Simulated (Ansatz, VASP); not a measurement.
Two plane-wave programs on LaB

```
La B
1.0
     0.00000    2.83578    2.83578
     2.83578    0.00000    2.83578
     2.83578    2.83578    0.00000
La B
1 1
Direct
  0.50000 0.50000 0.50000
  0.00000 0.00000 0.00000
```

Alike in both runs: task single point; functional r2SCAN; k mesh 10 × 10 × 10; occupations gaussian, width 0.05 eV; no spin polarisation.

|  | VASP | Ansatz |
| --- | --- | --- |
| version | VASP 6.6.1 | Ansatz 0.2.0 |
| potentials or method | VASP PAW PBE potentials, release 64 (La, B), cutoff 520 eV | scalar-relativistic, plane waves, PAW |
| valence electrons in the cell | 14 | 14 |

|  | VASP | Ansatz | Ansatz less VASP |
| --- | --- | --- | --- |
| gap on the k mesh at the Fermi level (eV) | none | none | - |
| pressure (GPa) | 1.0 | 1.0 | +0.06 |

VASP's potentials were made for PBE, not for r2SCAN. A gap of «none» marks a metal or a gap that the smearing closes. The functional is the same, so the differences come from potentials, cutoffs and numerics.

Spin-orbit coupling is off throughout.
